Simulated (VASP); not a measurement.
Here is a VASP 6.6.1 calculation.

Contents of INCAR:

```
SYSTEM = LiTcO3
  ALGO = Normal
  EDIFF = 1E-6
  ENCUT = 750
  GGA_COMPAT = .FALSE.
  ISIF = 2
  ISMEAR = 1
  LASPH = .TRUE.
  LCHARG = .FALSE.
  LREAL = .FALSE.
  LWAVE = .FALSE.
  NBANDS = 25
  NELM = 120
  PREC = Accurate
  SIGMA = 0.05
```

Contents of KPOINTS:

```
k-points
0
G
  3 3 3
  0 0 0
```

File POSCAR:

```
LiTcO3
1.0
    3.8539000000      0.0000000000      0.0000000000
    0.0000000000      3.8539000000      0.0000000000
    0.0000000000      0.0000000000      3.8539000000
Li Tc O
1 1 3
Direct
    0.0000000000      0.0000000000      0.0000000000
    0.5000000000      0.5000000000      0.5000000000
    0.5000000000      0.5000000000      0.0000000000
    0.5000000000      0.0000000000      0.5000000000
    0.0000000000      0.5000000000      0.5000000000
```

Potentials or basis: VASP PAW LDA potentials, release 64 (Li_sv, Tc_pv, O).

Launch:

```sh
$ cat potpaw_LDA.64/Li_sv/POTCAR potpaw_LDA.64/Tc_pv/POTCAR potpaw_LDA.64/O/POTCAR > POTCAR
$ mpirun -np 1 vasp_std > vasp.out
```

Problem. What does it give for the band gap on the k mesh?

Solution. Zero (bands 17 and 18 overlap by 2.99 eV).

Problem. Estimate the pressure.

Solution. -11.8 GPa.

Caveat: the k points lie up to 0.54 Å⁻¹ apart, too coarse for converged energies and pressures of a metal.
